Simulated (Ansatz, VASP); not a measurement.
## AlNi: VASP beside Ansatz

The input INCAR:

```
ALGO = Normal
EDIFF = 1E-7
ENCUT = 520
GGA = CA
ISIF = 2
ISMEAR = -1
LASPH = True
LCHARG = False
LREAL = False
LWAVE = False
NBANDS = 14
NELM = 80
PREC = Accurate
SIGMA = 0.1
```

KPOINTS

```
k-points
0
Gamma
  15 15 15
```

File POSCAR:

```
AlNi
1.0
    0.0000000000      2.0464153100      2.0464153100
    2.0464153100      0.0000000000      2.0464153100
    2.0464153100      2.0464153100      0.0000000000
Ni Al
1 1
Direct
    0.0000000000      0.0000000000      0.0000000000
    0.5000000000      0.5000000000      0.5000000000
```

Input for Ansatz:

```yaml
crystal:
  lattice:
    - [0.0, 2.04641531, 2.04641531]
    - [2.04641531, 0.0, 2.04641531]
    - [2.04641531, 2.04641531, 0.0]
  atoms:
    - { symbol: Ni, position: [0.0, 0.0, 0.0] }
    - { symbol: Al, position: [0.5, 0.5, 0.5] }
kpoints:
  mp_grid: { grid: [15, 15, 15] }
scf:
  occupations: { method: fermi_dirac, width: 0.1 }
hamiltonian:
  xc: lda
  pseudopotentials: { kind: all_electron, lapw: { basis_error: 0.001 } }
output:
  forces: true
  stress: true
  eigenvalues: true
  populations: true
```

Change from the starting cell: volume scaled by 0.64, LAPW.

Alike in both runs: task single point; functional LDA; k mesh 15 × 15 × 15; occupations fermi-dirac, width 0.1 eV; no spin polarisation.

```csv
,VASP,Ansatz
version,VASP 6.6.1,Ansatz 0.2.0
potentials or method,"VASP PAW LDA potentials, release 64 (Ni, Al), cutoff 520 eV","all-electron LAPW, scalar-relativistic"
```

|  | VASP | Ansatz | Ansatz less VASP |
| --- | --- | --- | --- |
| pressure (GPa) | 149.2 | 146.8 | -2.37 |

LDA's correlation is that of Perdew and Zunger in VASP and of Perdew and Wang (1992) in Ansatz. Both programs put the cell under a high pressure, so it lies far from rest at this level. Ansatz ran all-electron here, and VASP with PAW potentials.

Noted on VASP's run: the cell as given lies far from equilibrium.
